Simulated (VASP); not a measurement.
**Si2Ni: single point with PBEsol**

The system is Si2Ni.

```
CELL_PARAMETERS angstrom
2.69570 -2.69570 0.00000
2.69570 0.00000 -2.69570
5.96876 5.96876 5.96876
ATOMIC_POSITIONS crystal
Si 0.66667 0.66667 0.37638
Si 0.00000 0.00000 0.07529
Si 0.33333 0.33333 0.67747
Si 0.66667 0.66667 0.82801
Si 0.00000 0.00000 0.52692
Si 0.33333 0.33333 0.22583
Ni 0.33333 0.33333 0.45165
Ni 0.66667 0.66667 0.15056
Ni 0.00000 0.00000 0.75274
```

This cell differs from its parent crystal: the distance across one plane changed.

| Quantity | Value |
| --- | --- |
| Program | VASP 6.6.1 |
| Task | single point |
| Functional | PBEsol |
| Potentials or basis | VASP PAW PBE potentials, release 64 (Si, Ni) |
| Cutoff | 520 eV |
| k mesh | 14 × 14 × 5 |
| Occupations | gaussian, width 0.15 eV |
| Spin | no spin polarisation |

```yaml
Pressure: -4.3 GPa
Largest_force: 0.470 eV/Å
Band_gap_on_the_k_mesh: zero (bands 27 and 28 overlap by 2.24 eV)
```

Forces in eV/Å, atoms in the order of the input:
```
Si  -0.238 -0.238 -0.238
Si  -0.271 -0.271 -0.271
Si   0.262  0.262  0.262
Si   0.271  0.271  0.271
Si   0.238  0.238  0.238
Si  -0.262 -0.262 -0.262
Ni   0.000  0.000  0.000
Ni   0.061  0.061  0.061
Ni  -0.061 -0.061 -0.061
```

Stress tensor (GPa, compression positive):
```
-4.32 -0.13 -0.13
-0.13 -4.32 -0.13
-0.13 -0.13 -4.32
```

Levels at points of the mesh, in eV from the Fermi level:
| k point | band 24 | band 25 | band 26 | band 27 | band 28 | band 29 | band 30 | band 31 |
| --- | --- | --- | --- | --- | --- | --- | --- | --- |
| (0.00, 0.00, 0.00) | 0.58 | 0.58 | 1.15 | 1.35 | 1.96 | 2.19 | 2.19 | 2.35 |
| (0.50, 0.00, 0.00) | -2.03 | -1.78 | -1.56 | -1.45 | -0.47 | 0.50 | 0.90 | 2.18 |

Wall time 5.8 min on 1 thread of AMD EPYC 9R45 96-Core Processor (Zen 5) (shared host), peak memory 0.48 GiB.

Caveat: the cell differs from its parent crystal (the distance across one plane changed); the cell stands under tension; the PAW data sets were made with another functional, which shifts forces and pressure a little. Spin polarisation is off, so any magnetic state and its effect on volume and gap are missing.
